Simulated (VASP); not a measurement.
# BaFeO3 in VASP: single point with LDA+U

Aim: the single point of BaFeO3 with LDA+U.

All numbers are computed with VASP 6.6.1; they aren't measurements. Logs are shortened: lines on timing, memory, paths and dates and some standing lists are left out, and cuts for length are marked.

## 1. The cell of the first run

The typed cell holds 10 atoms: a = 5.599 Å, b = 5.599 Å, c = 4.828 Å, α = 90.00°, β = 90.00°, γ = 60.00°.

## 2. Single point, LDA+U

Input file POSCAR:

```
BaFeO3
1.0
    2.7995551700      4.8489686400      0.0000000000
   -2.7995551700      4.8489686400      0.0000000000
    0.0000000000      0.0000000000      4.8278546300
O Ba Fe
6 2 2
Direct
    0.8333300000      0.8333300000      0.2500000000
    0.1666700000      0.6666600000      0.7500000000
    0.3333400000      0.8333300000      0.2500000000
    0.1666700000      0.1666700000      0.7500000000
    0.8333300000      0.3333400000      0.2500000000
    0.6666600000      0.1666700000      0.7500000000
    0.3333000000      0.3334000000      0.2500000000
    0.6666000000      0.6667000000      0.7500000000
    0.0000000000      0.0000000000      0.0000000000
    0.0000000000      0.0000000000      0.5000000000
```

Input file INCAR.step1:

```
PREC = Accurate ; ENCUT = 520
EDIFF = 1E-6 ; ISMEAR = -1
SIGMA = 0.1 ; LREAL = False
LASPH = True ; NELM = 200
ALGO = Normal ; ISIF = 2
LWAVE = False ; LCHARG = True
LMAXMIX = 4 ; LDAU = True
LDAUTYPE = 2 ; LDAUL = 1 -1 2
LDAUU = 2.3 0 1.35 ; LDAUJ = 0 0 0
LDAUPRINT = 1 ; GGA = CA
NBANDS = 47 ; GGA_COMPAT = False
NEDOS = 2001 ; LORBIT = 11
KPAR = 4
```

Input file KPOINTS.step1:

```
regular mesh
0
Gamma
  7 7 7
```

Input file INCAR.step2:

```
PREC = Accurate ; ENCUT = 520
EDIFF = 1E-6 ; ISMEAR = -5
SIGMA = 0.1 ; LREAL = False
LASPH = True ; NELM = 200
ALGO = Normal ; ISIF = 2
LWAVE = False ; LCHARG = False
LMAXMIX = 4 ; LDAU = True
LDAUTYPE = 2 ; LDAUL = 1 -1 2
LDAUU = 2.3 0 1.35 ; LDAUJ = 0 0 0
LDAUPRINT = 1 ; GGA = CA
LORBIT = 11 ; NEDOS = 1001
ICHARG = 11 ; GGA_COMPAT = False
KPAR = 4
```

Input file KPOINTS.step2:

```
regular mesh
0
Gamma
  11 11 11
```

Potentials or basis: VASP PAW LDA potentials, release 64 (O, Ba_sv, Fe).

On the command line:

```sh
> cat potpaw_LDA.64/O/POTCAR potpaw_LDA.64/Ba_sv/POTCAR potpaw_LDA.64/Fe/POTCAR > POTCAR
> cp INCAR.step1 INCAR
> cp KPOINTS.step1 KPOINTS
> mpirun -np 4 vasp_std > vasp.out
> cp INCAR.step2 INCAR
> cp KPOINTS.step2 KPOINTS
> mpirun -np 4 vasp_std > vasp.out
```

OUTCAR:

```text
PREC = Accurate
   ENCUT = 520
   EDIFF = 1E-6
   ISMEAR = -5
   LREAL = False
   LASPH = True
   NELM = 200
   ISIF = 2
   GGA = CA
   LORBIT = 11
   ICHARG = 11

 ion  position               nearest neighbor table
   1  0.833  0.833  0.250-   9 2.02  10 2.02   7 2.80   7 2.80   8 2.91   8 2.91
   2  0.167  0.667  0.750-   9 2.02  10 2.02   8 2.80   8 2.80   7 2.90   7 2.90
   3  0.333  0.833  0.250-   9 2.02  10 2.02   7 2.80   7 2.80   8 2.90   8 2.90
   4  0.167  0.167  0.750-   9 2.02  10 2.02   8 2.80   8 2.80   7 2.91   7 2.91
   5  0.833  0.333  0.250-   9 2.02  10 2.02   7 2.80   7 2.80   8 2.91   8 2.91
   6  0.667  0.167  0.750-   9 2.02  10 2.02   8 2.80   8 2.80   7 2.91   7 2.91
   7  0.333  0.333  0.250-   3 2.80   1 2.80   5 2.80   5 2.80   3 2.80   1 2.80   2 2.90   2 2.90
                             4 2.91   4 2.91   6 2.91   6 2.91   9 3.45  10 3.45   9 3.45  10 3.45
   8  0.667  0.667  0.750-   2 2.80   4 2.80   6 2.80   6 2.80   2 2.80   4 2.80   3 2.90   3 2.90
                             1 2.91   1 2.91   5 2.91   5 2.91   9 3.45  10 3.45   9 3.45  10 3.45
   9  0.000  0.000  0.000-   1 2.02   4 2.02   3 2.02   2 2.02   5 2.02   6 2.02  10 2.41  10 2.41
                             8 3.45   7 3.45   8 3.45   7 3.45   8 3.45   7 3.45
  10  0.000  0.000  0.500-   1 2.02   4 2.02   3 2.02   2 2.02   5 2.02   6 2.02   9 2.41   9 2.41
                             8 3.45   7 3.45   8 3.45   7 3.45   8 3.45   7 3.45

  LATTYP: Found a hexagonal cell.
 ALAT       =     5.5991076094
 C/A-ratio  =     0.8622543031

  Lattice vectors:

 A1 = (   2.7995551700,  -4.8489686400,   0.0000000000)
 A2 = (   2.7995551700,   4.8489686400,   0.0000000000)
 A3 = (   0.0000000000,   0.0000000000,   4.8278546300)

Analysis of symmetry for initial positions (statically):
=====================================================================
 Subroutine PRICEL returns:
 Original cell was already a primitive cell.

 Routine SETGRP: Setting up the symmetry group for a
 hexagonal supercell.

 Subroutine GETGRP returns: Found  4 space group operations
 (whereof  2 operations were pure point group operations)
 out of a pool of 24 trial point group operations.

The static configuration has the point symmetry C_2 .
 The point group associated with its full space group is C_2v.
[... 233 lines left out ...]
  o =  0.6220  v =  0.0000  0.0000  0.0000  0.0000  0.0000  0.0000 -0.0000 -1.0000  0.0000 -0.0000      0.0000  0.0000  0.0000  0.0000  0.0000  0.0000  0.0000  0.0000  0.0000  0.0000
  o =  0.6220  v =  0.0000 -0.0000 -1.0000  0.0000 -0.0000  0.0000  0.0000  0.0000  0.0000  0.0000      0.0000  0.0000  0.0000  0.0000  0.0000  0.0000  0.0000  0.0000  0.0000  0.0000
  o =  0.7925  v = -0.7363  0.0000  0.0000 -0.6766  0.0000  0.0000  0.0000  0.0000  0.0000  0.0000      0.0000  0.0000  0.0000  0.0000  0.0000  0.0000  0.0000  0.0000  0.0000  0.0000
  o =  0.7925  v =  0.0000  0.0000  0.0000  0.0000  0.0000 -0.7363  0.0000  0.0000 -0.6766  0.0000      0.0000  0.0000  0.0000  0.0000  0.0000  0.0000  0.0000  0.0000  0.0000  0.0000
  o =  0.7925  v =  0.0000  0.6766 -0.0000  0.0000  0.7364  0.0000  0.0000  0.0000  0.0000  0.0000      0.0000  0.0000  0.0000  0.0000  0.0000  0.0000  0.0000  0.0000  0.0000  0.0000
  o =  0.7925  v =  0.0000  0.0000  0.0000  0.0000  0.0000  0.0000  0.6766 -0.0000  0.0000  0.7364      0.0000  0.0000  0.0000  0.0000  0.0000  0.0000  0.0000  0.0000  0.0000  0.0000

 number of electron      71.9999987 magnetization

 Free energy of the ion-electron system (eV)
  ---------------------------------------------------
  ext. energy  EPLUGINS =         0.00000000
  ---------------------------------------------------
  free energy    TOTEN  =       -62.57618446 eV

  energy without entropy =      -62.57618446  energy(sigma->0) =      -62.57618446

 E-fermi :   2.3714     XC(G=0): -11.4775

 val. band max:        2.3728570622   @ k =  -0.1818   0.1818   0.0909
 cond. band min:       2.3655412446   @ k =   0.3636   0.1818   0.4545
 fundamental gap:     -0.0073158176
 Fermi energy:         2.3713734607

 k-point     1 :       0.0000    0.0000    0.0000
  band No.  band energies     occupation
      1     -22.7998      2.00000
      2     -22.5662      2.00000
      3     -14.9915      2.00000
      4     -14.1570      2.00000
      5     -14.0481      2.00000
      6     -14.0480      2.00000
[... 1093 lines left out ...]
     42       4.7500      0.00000
     43       8.6694      0.00000

 [... further k-points ...]
[... 5 lines left out ...]
  --------------------------------------------------------------------------------------
  -------------------------------------------------------------------------------------
  Total      -14.8112294    -14.8101992    -18.4339829      0.0000000      0.0000000      0.0000000
  in kB     -181.0419025   -181.0293102   -225.3238570      0.0000000      0.0000000      0.0000000
  external PRESSURE =    -195.7983566 kB  Pullay stress =       0.0000000 kB

 VOLUME and BASIS-vectors are now :
 -----------------------------------------------------------------------------
  energy-cutoff  :      520.00
  volume of cell :      131.08
      direct lattice vectors                 reciprocal lattice vectors
     2.799555170  4.848968640  0.000000000     0.178599802  0.103114711  0.000000000
    -2.799555170  4.848968640  0.000000000    -0.178599802  0.103114711  0.000000000
     0.000000000  0.000000000  4.827854630     0.000000000  0.000000000  0.207131340

 POSITION                                       TOTAL-FORCE (eV/Angst)
 -----------------------------------------------------------------------------------
      0.00000      8.08158      1.20696        -0.000403      3.373839     -0.000000
     -1.39975      4.04079      3.62089        -2.922350      1.686636      0.000000
     -1.39975      5.65715      1.20696        -2.922350     -1.686636      0.000000
      0.00000      1.61636      3.62089        -0.000403     -3.373839      0.000000
      1.39975      5.65715      1.20696         2.922186     -1.687007      0.000000
      1.39975      4.04079      3.62089         2.922186      1.687007     -0.000000
     -0.00028      3.23281      1.20696         0.001436     -0.001235      0.000000
     -0.00028      6.46513      3.62089         0.001436      0.001235      0.000000
      0.00000      0.00000      0.00000        -0.000868     -0.000000      0.000000
      0.00000      0.00000      2.41393        -0.000868     -0.000000      0.000000
 -----------------------------------------------------------------------------------
    total drift:                                0.000008      0.000000     -0.000000

  FREE ENERGIE OF THE ION-ELECTRON SYSTEM (eV)
  ---------------------------------------------------
  free  energy   TOTEN  =       -62.5761844628 eV

  energy  without entropy=      -62.5761844628  energy(sigma->0) =      -62.57618446

 total charge

# of ion       s       p       d       tot
------------------------------------------
    1        1.565   3.312   0.000   4.877
    2        1.565   3.312   0.000   4.877
    3        1.565   3.312   0.000   4.877
    4        1.565   3.312   0.000   4.877
    5        1.565   3.312   0.000   4.877
    6        1.565   3.312   0.000   4.877
    7        2.000   5.619   0.280   7.899
    8        2.000   5.619   0.280   7.899
    9        0.396   0.598   6.172   7.166
   10        0.396   0.598   6.172   7.166
--------------------------------------------------
tot         14.181  32.306  12.905  59.392
```

Wall time 4 min (4 MPI ranks of Intel Xeon Platinum 8488C (Sapphire Rapids), shared host); peak memory 0.95 GiB.

Results:

* Valence electrons inside the program's atomic spheres: O 4.88; Ba 7.90; Fe 7.17

Levels at points of the mesh, in eV from the Fermi level:
| k point | band 32 | band 33 | band 34 | band 35 | band 36 | band 37 | band 38 | band 39 | band 40 | band 41 |
| --- | --- | --- | --- | --- | --- | --- | --- | --- | --- | --- |
| (0.00, 0.00, 0.00) | -0.75 | -0.68 | -0.65 | -0.65 | 0.12 | 0.12 | 0.74 | 1.45 | 1.45 | 2.43 |

Eigenvalues of the final occupation matrices:
| site | spin | trace | eigenvalues |
| --- | --- | --- | --- |
| site 9 d | 1 | 3.10 | 0.45 0.45 0.62 0.79 0.79 |
| site 9 d | 2 | 3.10 | 0.45 0.45 0.62 0.79 0.79 |
| site 10 d | 1 | 3.10 | 0.45 0.45 0.62 0.79 0.79 |
| site 10 d | 2 | 3.10 | 0.45 0.45 0.62 0.79 0.79 |

Caveat: spin-orbit coupling is left out, which moves the levels of the heavy elements; the run has no spin polarisation, though such a crystal can be magnetic; U without spin polarisation on a metal has little footing; tetrahedron occupations give inexact forces and stress in metals.
